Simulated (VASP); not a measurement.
# Al (I4/mmm) in VASP: a series of runs

The runs below take Al through single point, with PBEsol.

All numbers are computed with VASP 6.6.1; they aren't measurements. Logs are shortened: lines on timing, memory, paths and dates and some standing lists are left out, and cuts for length are marked.

## Step 1: The cell of the first run

It takes space group I4/mmm (No. 139, tetragonal). The conventional cell has a = 2.852 Å, b = 2.852 Å, c = 3.955 Å, α = 90.00°, β = 90.00°, γ = 90.00°. Al (site symmetry 4/mmm) has 12 Al at 2.82 to 2.85 Å within 3.7 Å.

## Step 2: Single point, PBEsol (uniaxial strain along c: -1.5 %, then relaxed in part)

INCAR

```
SYSTEM = Al
PREC = Accurate
ENCUT = 520
EDIFF = 1E-7
ISMEAR = 0
SIGMA = 0.1
LREAL = .False.
LASPH = .True.
NELM = 80
ALGO = Fast
ISIF = 2
LWAVE = .False.
LCHARG = .False.
GGA = PS
NBANDS = 10
```

KPOINTS

```
Automatic mesh
0
Gamma
  18 18 14
  0 0 0
```

POSCAR

```
Al
1.0
    2.0163508256      2.0163508256      0.0000000000
   -2.0163508256      2.0163508256      0.0000000000
    0.0000000000      0.0000000000      3.9551617112
Al
2
Direct
    0.0000000000      0.0000000000      0.0000000000
    0.5000000000      0.5000000000      0.5000000000
```

Potentials or basis: VASP PAW PBE potentials, release 64 (Al).

The run is started by

```
$ cat potpaw_PBE.64/Al/POTCAR > POTCAR
$ mpirun -np 1 vasp_std > vasp.out
```

OUTCAR:

```text
SYSTEM = Al
   PREC = Accurate
   ENCUT = 520
   EDIFF = 1E-7
   ISMEAR = 0
   LREAL = .False.
   LASPH = .True.
   NELM = 80
   ISIF = 2
   GGA = PS

 ion  position               nearest neighbor table
   1  0.000  0.000  0.000-   2 2.82   2 2.82   2 2.82   2 2.82   2 2.82   2 2.82   2 2.82   2 2.82

   2  0.500  0.500  0.500-   1 2.82   1 2.82   1 2.82   1 2.82   1 2.82   1 2.82   1 2.82   1 2.82

  LATTYP: Found a simple tetragonal cell.
 ALAT       =     2.8515506841
 C/A-ratio  =     1.3870213611

  Lattice vectors:

 A1 = (   2.0163508256,   2.0163508256,   0.0000000000)
 A2 = (  -2.0163508256,   2.0163508256,   0.0000000000)
 A3 = (   0.0000000000,   0.0000000000,   3.9551617112)

Analysis of symmetry for initial positions (statically):
=====================================================================
 Subroutine PRICEL returns following result:

  LATTYP: Found a body centered tetragonal cell.
 ALAT       =     2.8515506841
 C/A-ratio  =     1.3870213611

  Lattice vectors:

 A1 = (   0.0000000000,  -2.0163508256,  -1.9775808556)
 A2 = (   0.0000000000,   2.0163508256,  -1.9775808556)
 A3 = (   2.0163508256,   0.0000000000,   1.9775808556)

   2 primitive cells build up your supercell.

 Routine SETGRP: Setting up the symmetry group for a
 simple tetragonal supercell.

 Subroutine GETGRP returns: Found 16 space group operations
 (whereof 16 operations were pure point group operations)
 out of a pool of 16 trial point group operations.

The static configuration has the point symmetry D_4h.

Analysis of symmetry for dynamics (positions and initial velocities):
=====================================================================
 Subroutine PRICEL returns following result:

  LATTYP: Found a body centered tetragonal cell.
 ALAT       =     2.8515506841
 C/A-ratio  =     1.3870213611

  Lattice vectors:

 A1 = (   0.0000000000,  -2.0163508256,  -1.9775808556)
 A2 = (   0.0000000000,   2.0163508256,  -1.9775808556)
 A3 = (   2.0163508256,   0.0000000000,   1.9775808556)

   2 primitive cells build up your supercell.

 Routine SETGRP: Setting up the symmetry group for a
 simple tetragonal supercell.

 Subroutine GETGRP returns: Found 16 space group operations
 (whereof 16 operations were pure point group operations)
 out of a pool of 16 trial point group operations.

The dynamic configuration has the point symmetry D_4h.

 Subroutine INISYM returns: Found 16 space group operations
 (whereof 16 operations are pure point group operations),
 and found     2 'primitive' translations

----------------------------------------------------------------------------------------

                                     Primitive cell

  volume of cell :      16.0804

  direct lattice vectors                    reciprocal lattice vectors
     0.000000000 -2.016350826 -1.977580856     0.247972721 -0.247972721 -0.252834163
     0.000000000  2.016350826 -1.977580856     0.247972721  0.247972721 -0.252834163
     2.016350826  0.000000000  1.977580856     0.495945441  0.000000000  0.000000000

  length of vectors
     2.824269232  2.824269232  2.824269232     0.432326328  0.432326328  0.495945441

  position of ions in fractional coordinates (direct lattice)
     0.000000000  0.000000000  0.000000000

  ion indices of the primitive-cell ions
   primitive index   ion index
                 1           1

----------------------------------------------------------------------------------------

 KPOINTS: Automatic mesh

Automatic generation of k-mesh.
 Grid dimensions read from file:
 generate k-points for:   18   18   14

 Generating k-lattice:

  Cartesian coordinates                     Fractional coordinates (reciprocal lattice)
     0.013776262  0.013776262  0.000000000     0.055555556  0.000000000  0.000000000
    -0.013776262  0.013776262  0.000000000     0.000000000  0.055555556  0.000000000
     0.000000000  0.000000000  0.018059583     0.000000000  0.000000000  0.071428571

  Length of vectors
     0.019482577  0.019482577  0.018059583

  Shift w.r.t. Gamma in fractional coordinates (k-lattice)
     0.000000000  0.000000000  0.000000000

 Subroutine IBZKPT returns following result:
 ===========================================

 Found    440 irreducible k-points:

 Following reciprocal coordinates:
            Coordinates               Weight
  0.000000  0.000000  0.000000      1.000000
  0.055556  0.000000  0.000000      4.000000
  0.111111  0.000000  0.000000      4.000000
  0.166667  0.000000  0.000000      4.000000
  0.222222  0.000000  0.000000      4.000000
  0.277778  0.000000  0.000000      4.000000
[... 16 lines left out ...]
  0.277778  0.111111  0.000000      8.000000
  0.333333  0.111111  0.000000      8.000000
 [... further k-points ...]
   k-points           NKPTS =    440   k-points in BZ     NKDIM =    440   number of bands    NBANDS=     10
   number of dos      NEDOS =    301   number of ions     NIONS =      2
   total plane-waves  NPLWV =  17280
   dimension x,y,z NGX =    24 NGY =   24 NGZ =   30
   dimension x,y,z NGXF=    48 NGYF=   48 NGZF=   60
   ions per type =               2
   NGX,Y,Z   is equivalent  to a cutoff of  13.99, 13.99, 12.61 a.u.
   NGXF,Y,Z  is equivalent  to a cutoff of  27.98, 27.98, 25.22 a.u.
 SYSTEM =  Al
   PREC   = accura    normal or accurate (medium, high low for compatibility)
   ISTART =      0    job   : 0-new  1-cont  2-samecut
   ICHARG =      2    charge: 1-file 2-atom 10-const
   ISPIN  =      1    spin polarized calculation?
   LNONCOLLINEAR =      F non collinear calculations
   LSORBIT =      F    spin-orbit coupling
   LASPH  =      T    aspherical Exc in radial PAW
   ENCUT  =  520.0 eV  38.22 Ry    6.18 a.u.   5.30  5.30  7.35*2*pi/ulx,y,z
   NELM   =     80;   NELMIN=  2; NELMDL= -5     # of ELM steps
   EDIFF  = 0.1E-06   stopping-criterion for ELM
   LREAL  =      F    real-space projection
   EDIFFG = 0.1E-05   stopping-criterion for IOM
   NSW    =      0    number of steps for IOM
   IBRION =     -1    ionic relax: 0-MD 1-quasi-New 2-CG
   NFREE  =      0    steps in history (QN), initial steepest desc. (CG)
   ISIF   =      2    stress and relaxation
   ISYM   =      2    0-nonsym 1-usesym 2-fastsym
   POTIM  = 0.5000    time-step for ionic-motion
   TEBEG  =    0.0;   TEEND  =   0.0 temperature during run
   PSTRESS=    0.0 pullay stress
   NELECT =       6.0000    total number of electrons
   NUPDOWN=      -1.0000    fix difference up-down
   EMIN   =  10.00;   EMAX   =-10.00  energy-range for DOS
   EFERMI =   0.00;   METHOD = LEGACY
   ISMEAR =     0;   SIGMA  =   0.10  broadening in eV -4-tet -1-fermi 0-gaus
   EFERMI_NEDOS =   21; number of points for ismear=-14 and -15
   IALGO  =     68    algorithm
   IMIX   =      4    mixing-type and parameters
     AMIX     =   0.40;   BMIX     =  1.00
     AMIX_MAG =   1.60;   BMIX_MAG =  1.00
  volume/ion in A,a.u.               =      16.08       108.52
  Fermi-wavevector in a.u.,A,eV,Ry     =   0.935441  1.767727 11.905778  0.875050
  Thomas-Fermi vector in A             =   2.062349
   LORBIT       =      0    0 simple, 1 ext, 2 COOP (PROOUT), +10 PAW based schemes
   GGA     = PS    functional components
   LHFCALC =     F    Hartree Fock is set to
   AEXX    =    0.0000 exact exchange contribution
   IVDW    =     0    specifies the selected vdW correction
   LEPSILON=     F    determine dielectric tensor
   LRPA    =     F    only Hartree local field effects (RPA)
 non-spin polarized calculation
 RMM-DIIS sequential band-by-band and
 Gauss-broadening in eV      SIGMA  =   0.10
  energy-cutoff  :      520.00
  volume of cell :       32.16
 maximum number of plane-waves:       888
 NGX is ok and might be reduce to    24
   NGX = 11   NGY = 11   NGZ = 15

 number of electron       6.0000000 magnetization

 Free energy of the ion-electron system (eV)
  ---------------------------------------------------
  ext. energy  EPLUGINS =         0.00000000
  ---------------------------------------------------
  free energy    TOTEN  =        -8.18313241 eV

  energy without entropy =       -8.17895173  energy(sigma->0) =       -8.18104207

 E-fermi :   8.2082     XC(G=0): -10.3510

 val. band max:        8.1919269453   @ k =   0.3889   0.3333   0.2143
 cond. band min:       8.2135422551   @ k =   0.5000   0.3889   0.1429
 fundamental gap:      0.0216153098
 Fermi energy:         8.2081809641

 k-point     1 :       0.0000    0.0000    0.0000
  band No.  band energies     occupation
      1      -3.0882      2.00000
      2       5.4347      2.00000
      3       6.8746      2.00000
      4      13.3287      0.00000
      5      13.6879      0.00000
      6      13.6879      0.00000
      7      17.2801      0.00000
      8      20.8930      0.00000
      9      20.8930      0.00000
     10      21.1043      0.00000

 k-point     2 :       0.0556    0.0000    0.0000
  band No.  band energies     occupation
      1      -3.0320      2.00000
      2       5.4858      2.00000
      3       6.9280      2.00000
      4      12.0742      0.00000
      5      13.7357      0.00000
      6      14.5762      0.00000
      7      17.7867      0.00000
      8      19.9771      0.00000
      9      20.4598      0.00000
     10      20.9477      0.00000

 k-point     3 :       0.1111    0.0000    0.0000
  band No.  band energies     occupation
      1      -2.8637      2.00000
      2       5.6391      2.00000
      3       7.0858      2.00000
      4      10.5483      0.00000
      5      13.8790      0.00000
      6      15.1878      0.00000
      7      18.4796      0.00000
      8      19.1224      0.00000
      9      19.3242      0.00000
     10      21.1117      0.00000

 k-point     4 :       0.1667    0.0000    0.0000
  band No.  band energies     occupation
      1      -2.5836      2.00000
      2       5.8946      2.00000
      3       7.3305      2.00000
      4       9.0488      0.00000
      5      14.1182      0.00000
      6      15.6358      0.00000
      7      16.9548      0.00000
      8      18.0906      0.00000
      9      20.8857      0.00000
     10      21.3848      0.00000

 k-point     5 :       0.2222    0.0000    0.0000
  band No.  band energies     occupation
      1      -2.1923      2.00000
      2       6.2526      2.00000
      3       7.2925      2.00000
      4       7.9941      1.99753
      5      14.4533      0.00000
      6      15.4906      0.00000
      7      16.0948      0.00000
      8      16.8396      0.00000
      9      21.7666      0.00000
     10      22.7561      0.00000

 k-point     6 :       0.2778    0.0000    0.0000
  band No.  band energies     occupation
      1      -1.6910      2.00000
      2       6.0565      2.00000
      3       6.7133      2.00000
      4       8.3188      0.11758
      5      14.1120      0.00000
      6      14.8845      0.00000
      7      15.6084      0.00000
      8      16.6228      0.00000
      9      21.7082      0.00000
     10      22.2566      0.00000
[... 183 lines left out ...]
 k-point    21 :       0.1667    0.1111    0.0000
  band No.  band energies     occupation
      1      -2.3599      2.00000
      2       6.0991      2.00000
      3       7.5438      2.00000
      4       9.1053      0.00000
      5      11.5438      0.00000
      6      17.1632      0.00000
      7      17.9221      0.00000
      8      18.5230      0.00000
      9      18.9633      0.00000
     10      21.2566      0.00000

 k-point    22 :       0.2222    0.1111    0.0000
  band No.  band energies     occupation
      1      -1.9693      2.00000
      2       6.4573      2.00000
      3       7.4901      2.00000
      4       8.1573      1.52838
      5      11.7946      0.00000
      6      15.6989      0.00000
      7      16.8584      0.00000
      8      19.0965      0.00000
      9      19.3272      0.00000
     10      20.6491      0.00000

 k-point    23 :       0.2778    0.1111    0.0000
  band No.  band energies     occupation
      1      -1.4687      2.00000
      2       6.2520      2.00000
      3       6.9182      2.00000
      4       8.5118      0.00002
      5      12.2172      0.00000
      6      14.3196      0.00000
      7      15.7121      0.00000
      8      19.3534      0.00000
      9      19.6389      0.00000
     10      19.7973      0.00000

 k-point    24 :       0.3333    0.1111    0.0000
  band No.  band energies     occupation
      1      -0.8595      2.00000
      2       4.9648      2.00000
      3       7.4821      2.00000
      4       9.0877      0.00000
      5      12.7616      0.00000
      6      13.0361      0.00000
      7      14.5649      0.00000
      8      18.1372      0.00000
      9      20.2317      0.00000
     10      20.3715      0.00000

 [... further k-points ...]
[... 5 lines left out ...]
  --------------------------------------------------------------------------------------
  -------------------------------------------------------------------------------------
  Total        0.0123653      0.0123653      0.3367390      0.0000000     -0.0000000     -0.0000000
  in kB        0.6160137      0.6160137     16.7755820      0.0000000     -0.0000000     -0.0000000
  external PRESSURE =       6.0025365 kB  Pullay stress =       0.0000000 kB

 VOLUME and BASIS-vectors are now :
 -----------------------------------------------------------------------------
  energy-cutoff  :      520.00
  volume of cell :       32.16
      direct lattice vectors                 reciprocal lattice vectors
     2.016350826  2.016350826  0.000000000     0.247972721  0.247972721  0.000000000
    -2.016350826  2.016350826  0.000000000    -0.247972721  0.247972721  0.000000000
     0.000000000  0.000000000  3.955161711     0.000000000  0.000000000  0.252834163

 POSITION                                       TOTAL-FORCE (eV/Angst)
 -----------------------------------------------------------------------------------
      0.00000      0.00000      0.00000         0.000000     -0.000000     -0.000000
      0.00000      2.01635      1.97758        -0.000000      0.000000      0.000000
 -----------------------------------------------------------------------------------
    total drift:                               -0.000000      0.000000     -0.000000

  FREE ENERGIE OF THE ION-ELECTRON SYSTEM (eV)
  ---------------------------------------------------
  free  energy   TOTEN  =        -8.1831324146 eV

  energy  without entropy=       -8.1789517272  energy(sigma->0) =       -8.18104207
```

Wall time 37 s (1 thread of Intel Xeon 6975P-C (Granite Rapids), shared host); peak memory 0.23 GiB.

What came out:

- Free energy: -8.1831 eV
- Pressure: 0.6 GPa
- Band gap on the k mesh: zero (band 3 reaches 15.65 eV, above the bottom of band 4 at 3.81 eV)

Stress tensor (GPa, compression positive):
```
0.06 0.00 0.00
0.00 0.06 0.00
0.00 0.00 1.68
```

Levels at points of the mesh, in eV from the Fermi level:
```
           k point  band 1  band 2  band 3  band 4  band 5  band 6
(0.00, 0.00, 0.00)  -11.30   -2.77   -1.33    5.12    5.48    5.48
(0.50, 0.00, 0.00)   -6.82   -6.82    1.38    1.38    3.05    3.05
(0.50, 0.50, 0.00)   -3.06   -3.06   -1.74   -1.74    5.35    5.35
(0.00, 0.00, 0.50)   -8.95   -8.95    7.44    7.44    7.48    7.48
(0.50, 0.00, 0.50)   -4.68   -4.68   -4.40   -4.40   11.35   11.35
(0.50, 0.50, 0.50)   -0.90   -0.90   -0.90   -0.90    0.05    0.05
```

Caveat: the cell differs from its parent crystal (uniaxial strain along c: -1.5 %, then relaxed in part); the PAW data sets were made with another functional, which shifts forces and pressure a little.

## Step 3: Single point, PBEsol (uniaxial strain along c: -1.5 %)

INCAR

```
ALGO = Normal
EDIFF = 1E-6
ENCUT = 520
GGA = PS
ISIF = 2
ISMEAR = 0
LASPH = T
LCHARG = F
LREAL = F
LWAVE = F
NBANDS = 10
NELM = 100
PREC = Accurate
SIGMA = 0.1
```

KPOINTS

```
k-points
0
Gamma
  18 18 14
```

POSCAR

```
Al
1.0
    2.0152251612      2.0152251612      0.0000000000
   -2.0152251612      2.0152251612      0.0000000000
    0.0000000000      0.0000000000      3.9551617112
Al
2
Direct
    0.0000000000      0.0000000000      0.0000000000
    0.5000000000      0.5000000000      0.5000000000
```

Potentials or basis: VASP PAW PBE potentials, release 64 (Al).

The run is started by

```
$ cat potpaw_PBE.64/Al/POTCAR > POTCAR
$ mpirun -np 1 vasp_std > vasp.out
```

Run time: 26 s. Hardware: 1 thread of Intel Xeon 6975P-C (Granite Rapids), shared host; peak memory 0.22 GiB.

The run converged. Its results:

* Free energy: -8.1831 eV
* Pressure: 0.7 GPa
* Band gap on the k mesh: zero (band 3 reaches 15.67 eV, above the bottom of band 4 at 3.82 eV)

Stress tensor (GPa, compression positive):
```
0.16 0.00 0.00
0.00 0.16 0.00
0.00 0.00 1.76
```

Levels at points of the mesh, in eV from the Fermi level:
| k point | band 1 | band 2 | band 3 | band 4 | band 5 | band 6 |
| --- | --- | --- | --- | --- | --- | --- |
| (0.00, 0.00, 0.00) | -11.30 | -2.78 | -1.34 | 5.12 | 5.49 | 5.49 |
| (0.50, 0.00, 0.00) | -6.82 | -6.82 | 1.38 | 1.38 | 3.05 | 3.05 |
| (0.50, 0.50, 0.00) | -3.06 | -3.06 | -1.73 | -1.73 | 5.35 | 5.35 |
| (0.00, 0.00, 0.50) | -8.96 | -8.96 | 7.45 | 7.45 | 7.49 | 7.49 |
| (0.50, 0.00, 0.50) | -4.69 | -4.69 | -4.40 | -4.40 | 11.36 | 11.36 |
| (0.50, 0.50, 0.50) | -0.90 | -0.90 | -0.90 | -0.90 | 0.05 | 0.05 |

Caveat: the cell differs from its parent crystal (uniaxial strain along c: -1.5 %); the PAW data sets were made with another functional, which shifts forces and pressure a little.
